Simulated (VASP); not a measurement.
# CoO in VASP: settings compared

CoO is run at these levels: PBE, PBEsol-based screened hybrid with 25 % exact exchange; tasks: single point.

All numbers are computed with VASP 6.6.1; they aren't measurements. Logs are shortened: lines on timing, memory, paths and dates and some standing lists are left out, and cuts for length are marked.

### 1 The cell of the first run

The typed cell holds 2 atoms: a = 3.314 Å, b = 3.314 Å, c = 3.314 Å, α = 60.00°, β = 60.00°, γ = 60.00°.

### 2 Single point, PBE, collinear spin, ferromagnetic start (atoms moved at random)

File INCAR:

```
ALGO = Normal
EDIFF = 1E-6
ENCUT = 520
GGA = PE
ISIF = 2
ISMEAR = -1
ISPIN = 2
LASPH = T
LCHARG = F
LMAXMIX = 4
LORBIT = 11
LREAL = F
LUSENCCL = F
LWAVE = F
MAGMOM = 2 0
NBANDS = 18
NELM = 150
PREC = Accurate
SIGMA = 0.05
```

File KPOINTS:

```
k-points
0
Gamma
  10 10 10
```

File POSCAR:

```
CoO
1.0
    0.0000000000      2.3436418400      2.3436418400
    2.3436418400      0.0000000000      2.3436418400
    2.3436418400      2.3436418400      0.0000000000
Co O
1 1
Direct
    0.0031720000     -0.0004020000      0.0018790000
    0.2405880000      0.2397490000      0.2705670000
```

Potentials or basis: VASP PAW PBE potentials, release 64 (Co, O).

On the command line:

```console
> cat potpaw_PBE.64/Co/POTCAR potpaw_PBE.64/O/POTCAR > POTCAR
> mpirun -np 1 vasp_std > vasp.out
```

OUTCAR:

```text
EDIFF = 1E-6
   ENCUT = 520
   GGA = PE
   ISIF = 2
   ISMEAR = -1
   ISPIN = 2
   LASPH = T
   LORBIT = 11
   LREAL = F
   NELM = 150
   PREC = Accurate

 ion  position               nearest neighbor table
   1  0.003  1.000  0.002-   2 1.98   2 2.02   2 2.06   2 2.06
   2  0.241  0.240  0.271-   1 1.98   1 2.02   1 2.06   1 2.06

  LATTYP: Found a face centered cubic cell.
 ALAT       =     4.6872836800

  Lattice vectors:

 A1 = (   0.0000000000,   2.3436418400,   2.3436418400)
 A2 = (   2.3436418400,   0.0000000000,   2.3436418400)
 A3 = (   2.3436418400,   2.3436418400,   0.0000000000)

Analysis of symmetry for initial positions (statically):
=====================================================================
 Subroutine PRICEL returns:
 Original cell was already a primitive cell.

 Routine SETGRP: Setting up the symmetry group for a
 face centered cubic supercell.

 Subroutine GETGRP returns: Found  1 space group operations
 (whereof  1 operations were pure point group operations)
 out of a pool of 48 trial point group operations.

The static configuration has the point symmetry C_1 .

Analysis of symmetry for dynamics (positions and initial velocities):
=====================================================================
 Subroutine PRICEL returns:
 Original cell was already a primitive cell.

 Routine SETGRP: Setting up the symmetry group for a
 face centered cubic supercell.

 Subroutine GETGRP returns: Found  1 space group operations
 (whereof  1 operations were pure point group operations)
 out of a pool of 48 trial point group operations.

The dynamic configuration has the point symmetry C_1 .

Analysis of structural, dynamic, and magnetic symmetry:
=====================================================================
 Subroutine PRICEL returns:
 Original cell was already a primitive cell.

 Routine SETGRP: Setting up the symmetry group for a
 face centered cubic supercell.

 Subroutine GETGRP returns: Found  1 space group operations
 (whereof  1 operations were pure point group operations)
 out of a pool of 48 trial point group operations.

The overall configuration has the point symmetry C_1 .

 Subroutine INISYM returns: Found  1 space group operations
 (whereof  1 operations are pure point group operations),
 and found     1 'primitive' translations

----------------------------------------------------------------------------------------

                                     Primitive cell

  volume of cell :      25.7456

  direct lattice vectors                    reciprocal lattice vectors
     0.000000000  2.343641840  2.343641840    -0.213343179  0.213343179  0.213343179
     2.343641840  0.000000000  2.343641840     0.213343179 -0.213343179  0.213343179
     2.343641840  2.343641840  0.000000000     0.213343179  0.213343179 -0.213343179

  length of vectors
     3.314410075  3.314410075  3.314410075     0.369521225  0.369521225  0.369521225

  position of ions in fractional coordinates (direct lattice)
     0.003172000  0.999598000  0.001879000
     0.240588000  0.239749000  0.270567000

  ion indices of the primitive-cell ions
   primitive index   ion index
                 1           1
                 2           2

----------------------------------------------------------------------------------------

 KPOINTS: k-points

Automatic generation of k-mesh.
 Grid dimensions read from file:
 generate k-points for:   10   10   10

 Generating k-lattice:

  Cartesian coordinates                     Fractional coordinates (reciprocal lattice)
    -0.021334318  0.021334318  0.021334318     0.100000000  0.000000000  0.000000000
     0.021334318 -0.021334318  0.021334318     0.000000000  0.100000000  0.000000000
     0.021334318  0.021334318 -0.021334318     0.000000000  0.000000000  0.100000000

  Length of vectors
     0.036952123  0.036952123  0.036952123

  Shift w.r.t. Gamma in fractional coordinates (k-lattice)
     0.000000000  0.000000000  0.000000000

 Subroutine IBZKPT returns following result:
 ===========================================

 Found    504 irreducible k-points:

 Following reciprocal coordinates:
            Coordinates               Weight
  0.000000  0.000000  0.000000      1.000000
  0.100000  0.000000  0.000000      2.000000
  0.000000  0.100000  0.000000      2.000000
  0.000000  0.000000  0.100000      2.000000
  0.100000  0.100000  0.100000      2.000000
  0.200000  0.000000  0.000000      2.000000
[... 16 lines left out ...]
  0.000000  0.100000  0.100000      2.000000
  0.100000  0.000000  0.100000      2.000000
 [... further k-points ...]
   k-points           NKPTS =    504   k-points in BZ     NKDIM =    504   number of bands    NBANDS=     18
   number of dos      NEDOS =    301   number of ions     NIONS =      2
   total plane-waves  NPLWV =  21952
   dimension x,y,z NGX =    28 NGY =   28 NGZ =   28
   dimension x,y,z NGXF=    56 NGYF=   56 NGZF=   56
   ions per type =               1   1
   NGX,Y,Z   is equivalent  to a cutoff of  14.04, 14.04, 14.04 a.u.
   NGXF,Y,Z  is equivalent  to a cutoff of  28.09, 28.09, 28.09 a.u.
 SYSTEM =  unknown system
   PREC   = accura    normal or accurate (medium, high low for compatibility)
   ISTART =      0    job   : 0-new  1-cont  2-samecut
   ICHARG =      2    charge: 1-file 2-atom 10-const
   ISPIN  =      2    spin polarized calculation?
   LNONCOLLINEAR =      F non collinear calculations
   LSORBIT =      F    spin-orbit coupling
   LASPH  =      T    aspherical Exc in radial PAW
   ENCUT  =  520.0 eV  38.22 Ry    6.18 a.u.   6.16  6.16  6.16*2*pi/ulx,y,z
   NELM   =    150;   NELMIN=  2; NELMDL= -5     # of ELM steps
   EDIFF  = 0.1E-05   stopping-criterion for ELM
   LREAL  =      F    real-space projection
   EDIFFG = 0.1E-04   stopping-criterion for IOM
   NSW    =      0    number of steps for IOM
   IBRION =     -1    ionic relax: 0-MD 1-quasi-New 2-CG
   NFREE  =      0    steps in history (QN), initial steepest desc. (CG)
   ISIF   =      2    stress and relaxation
   ISYM   =      2    0-nonsym 1-usesym 2-fastsym
   POTIM  = 0.5000    time-step for ionic-motion
   TEBEG  =    0.0;   TEEND  =   0.0 temperature during run
   PSTRESS=    0.0 pullay stress
   NELECT =      15.0000    total number of electrons
   NUPDOWN=      -1.0000    fix difference up-down
   EMIN   =  10.00;   EMAX   =-10.00  energy-range for DOS
   EFERMI =   0.00;   METHOD = LEGACY
   ISMEAR =    -1;   SIGMA  =   0.05  broadening in eV -4-tet -1-fermi 0-gaus
   EFERMI_NEDOS =   21; number of points for ismear=-14 and -15
   IALGO  =     38    algorithm
   IMIX   =      4    mixing-type and parameters
     AMIX     =   0.40;   BMIX     =  1.00
     AMIX_MAG =   1.60;   BMIX_MAG =  1.00
  volume/ion in A,a.u.               =      12.87        86.87
  Fermi-wavevector in a.u.,A,eV,Ry     =   1.367322  2.583863 25.437022  1.869568
  Thomas-Fermi vector in A             =   2.493384
   LORBIT       =     11    0 simple, 1 ext, 2 COOP (PROOUT), +10 PAW based schemes
   GGA     = PE    functional components
   LHFCALC =     F    Hartree Fock is set to
   AEXX    =    0.0000 exact exchange contribution
   IVDW    =     0    specifies the selected vdW correction
   LEPSILON=     F    determine dielectric tensor
   LRPA    =     F    only Hartree local field effects (RPA)
 spin polarized calculation
  energy-cutoff  :      520.00
  volume of cell :       25.75
 maximum number of plane-waves:       701
 NGX is ok and might be reduce to    28
   NGX = 13   NGY = 13   NGZ = 13

 number of electron      14.9999999 magnetization       2.9742308

 Free energy of the ion-electron system (eV)
  ---------------------------------------------------
  ext. energy  EPLUGINS =         0.00000000
  ---------------------------------------------------
  free energy    TOTEN  =       -13.24741630 eV

  energy without entropy =      -13.23506147  energy(sigma->0) =      -13.24123888

 E-fermi :   4.6476     XC(G=0): -10.5676

 val. band max:        4.6440374151   @ k =   0.4000   0.2000  -0.3000
 cond. band min:       4.6508382666   @ k =   0.5000   0.1000  -0.4000
 fundamental gap:      0.0068008515
 Fermi energy:         4.6476205843

 spin component 1

 k-point     1 :       0.0000    0.0000    0.0000
  band No.  band energies     occupation
      1     -14.4457      1.00000
      2      -0.9366      1.00000
      3      -0.7866      1.00000
      4      -0.6853      1.00000
      5       2.4833      1.00000
      6       2.4975      1.00000
[... 10 lines left out ...]
     17      24.0572      0.00000
     18      26.1831      0.00000
[... 463 lines left out ...]
 k-point    24 :       0.1000    0.0000    0.1000
  band No.  band energies     occupation
      1     -14.3853      1.00000
      2      -1.0195      1.00000
      3      -0.7475      1.00000
      4      -0.7013      1.00000
      5       2.4039      1.00000
      6       2.5180      1.00000
[... 10 lines left out ...]
     17      25.5353      0.00000
     18      26.3319      0.00000

 [... further k-points ...]

 spin component 2

 k-point     1 :       0.0000    0.0000    0.0000
  band No.  band energies     occupation
      1     -13.8745      1.00000
      2       0.3851      1.00000
      3       0.5601      1.00000
      4       0.6758      1.00000
      5       4.2493      0.99965
      6       4.2499      0.99965
[... 10 lines left out ...]
     17      24.4530      0.00000
     18      26.5736      0.00000
[... 463 lines left out ...]
 k-point    24 :       0.1000    0.0000    0.1000
  band No.  band energies     occupation
      1     -13.8109      1.00000
      2       0.2075      1.00000
      3       0.5632      1.00000
      4       0.6150      1.00000
      5       4.1979      0.99988
      6       4.2777      0.99939
[... 10 lines left out ...]
     17      25.8600      0.00000
     18      26.7139      0.00000

 [... further k-points ...]

------------------------ aborting loop because EDIFF is reached ----------------------------------------

  FORCE on cell =-STRESS in cart. coord.  units (eV):
  Direction    XX          YY          ZZ          XY          YZ          ZX
  --------------------------------------------------------------------------------------
  -------------------------------------------------------------------------------------
  Total       -1.9627126     -1.9607416     -1.9815193      0.1626298     -0.0787261     -0.0657423
  in kB     -122.1415910   -122.0189319   -123.3119516     10.1206166     -4.8992063     -4.0912083
  external PRESSURE =    -122.4908248 kB  Pullay stress =       0.0000000 kB

 VOLUME and BASIS-vectors are now :
 -----------------------------------------------------------------------------
  energy-cutoff  :      520.00
  volume of cell :       25.75
      direct lattice vectors                 reciprocal lattice vectors
     0.000000000  2.343641840  2.343641840    -0.213343179  0.213343179  0.213343179
     2.343641840  0.000000000  2.343641840     0.213343179 -0.213343179  0.213343179
     2.343641840  2.343641840  0.000000000     0.213343179  0.213343179 -0.213343179

 POSITION                                       TOTAL-FORCE (eV/Angst)
 -----------------------------------------------------------------------------------
      2.34710      0.01184      2.35013         0.085968      0.072426     -0.174458
      1.19600      1.19796      1.12574        -0.085968     -0.072426      0.174458
 -----------------------------------------------------------------------------------
    total drift:                                0.000183      0.000188     -0.000160

  FREE ENERGIE OF THE ION-ELECTRON SYSTEM (eV)
  ---------------------------------------------------
  free  energy   TOTEN  =       -13.2474163018 eV

  energy  without entropy=      -13.2350614674  energy(sigma->0) =      -13.24123888

 total charge

# of ion       s       p       d       tot
------------------------------------------
    1        0.311   0.360   7.125   7.796
    2        1.551   3.393   0.000   4.944
--------------------------------------------------
tot          1.862   3.754   7.125  12.740

 magnetization (x)

# of ion       s       p       d       tot
------------------------------------------
    1        0.020   0.043   2.483   2.545
    2        0.020   0.304   0.000   0.324
--------------------------------------------------
tot          0.040   0.347   2.483   2.869
```

Wall time 20 min (1 × NVIDIA H100 80GB with 1 thread of Intel Xeon Platinum 8481C at 2.70GHz (Sapphire Rapids), shared host); peak memory 1.4 GiB.

Results:

| Property | Result |
| --- | --- |
| Free energy | -13.2474 eV |
| Pressure | -12.2 GPa |
| Largest force | 0.208 eV/Å |
| Band gap on the k mesh | zero (filled and empty bands overlap) |
| Net moment | 2.97 μB per cell |
| Site moments | Co +2.54; O +0.32 μB |
| Valence electrons inside the program's atomic spheres | Co 7.80; O 4.94 |

Forces on the atoms (eV/Å):
```
Co   0.086  0.072 -0.174
O   -0.086 -0.072  0.174
```

Stress tensor (GPa, compression positive):
```
-12.21   1.01  -0.41
  1.01 -12.20  -0.49
 -0.41  -0.49 -12.33
```

Caveat: the cell differs from its parent crystal (atoms moved at random); the cell stands under tension; a cell with one magnetic atom can't hold antiferromagnetic order, which such compounds often take; semilocal functionals often make such compounds metallic where correlation or magnetic order opens a gap, which also shifts bond lengths.

### 3 Single point, PBE, collinear spin, ferromagnetic start

File INCAR:

```
SYSTEM = CoO
  ALGO = Normal
  EDIFF = 1E-6
  ENCUT = 700
  GGA = PE
  GGA_COMPAT = .False.
  ISIF = 2
  ISMEAR = -1
  ISPIN = 2
  LASPH = .True.
  LCHARG = .False.
  LMAXMIX = 4
  LORBIT = 11
  LREAL = .False.
  LWAVE = .False.
  MAGMOM = 1.71 0
  NBANDS = 22
  NELM = 200
  PREC = Accurate
  SIGMA = 0.05
```

File KPOINTS:

```
k-points
0
Gamma
  10 10 10
  0 0 0
```

File POSCAR:

```
CoO
1.0
    0.0000000000      2.3436418400      2.3436418400
    2.3436418400      0.0000000000      2.3436418400
    2.3436418400      2.3436418400      0.0000000000
Co O
1 1
Direct
    0.0000000000      0.0000000000      0.0000000000
    0.2500000000      0.2500000000      0.2500000000
```

Potentials or basis: VASP PAW PBE potentials, release 64 (Co_sv, O).

On the command line:

```console
> cat potpaw_PBE.64/Co_sv/POTCAR potpaw_PBE.64/O/POTCAR > POTCAR
> mpirun -np 1 vasp_std > vasp.out
```

Run time: 53 s. Hardware: 1 thread of Intel Xeon 6975P-C (Granite Rapids), shared host; peak memory 0.22 GiB.

Results (log left out):

| Property | Result |
| --- | --- |
| Free energy | -13.3409 eV |
| Pressure | -12.9 GPa |
| Band gap on the k mesh | zero (filled and empty bands overlap) |
| Net moment | 2.98 μB per cell |
| Site moments | Co +2.49; O +0.32 μB |
| Valence electrons inside the program's atomic spheres | Co 14.87; O 4.95 |

Levels at points of the mesh, in eV from the Fermi level:
Spin up:
| k point | band 10 | band 11 | band 12 | band 13 | band 14 | band 15 | band 16 | band 17 |
| --- | --- | --- | --- | --- | --- | --- | --- | --- |
| (0.00, 0.00, 0.00) | -2.15 | -0.04 | 0.00 | 0.00 | 0.00 | 13.27 | 13.27 | 13.27 |
| (0.50, 0.00, 0.00) | -2.15 | -2.15 | -0.70 | -0.70 | 5.16 | 6.52 | 12.78 | 12.78 |
| (0.50, 0.50, 0.00) | -1.90 | -1.85 | -1.85 | -1.55 | 4.85 | 8.82 | 10.58 | 13.19 |
Spin down:
```
           k point  band 8  band 9  band 10  band 11  band 12  band 13
(0.00, 0.00, 0.00)   -4.15   -0.39    -0.39     0.52     2.49     2.49
(0.50, 0.00, 0.00)   -3.99   -0.18    -0.18     0.46     1.73     1.73
(0.50, 0.50, 0.00)   -3.80   -0.35    -0.09     0.05     1.08     1.08
```

Caveat: the cell stands under tension; a cell with one magnetic atom can't hold antiferromagnetic order, which such compounds often take; semilocal functionals often make such compounds metallic where correlation or magnetic order opens a gap, which also shifts bond lengths. With open d or f shells a metallic result of PBE can be an artefact of self-interaction; +U or a hybrid may open a gap.

(Continued in part 2 of 2.)

The gap in the log of VASP goes by the Fermi energy; the results here count the filled bands.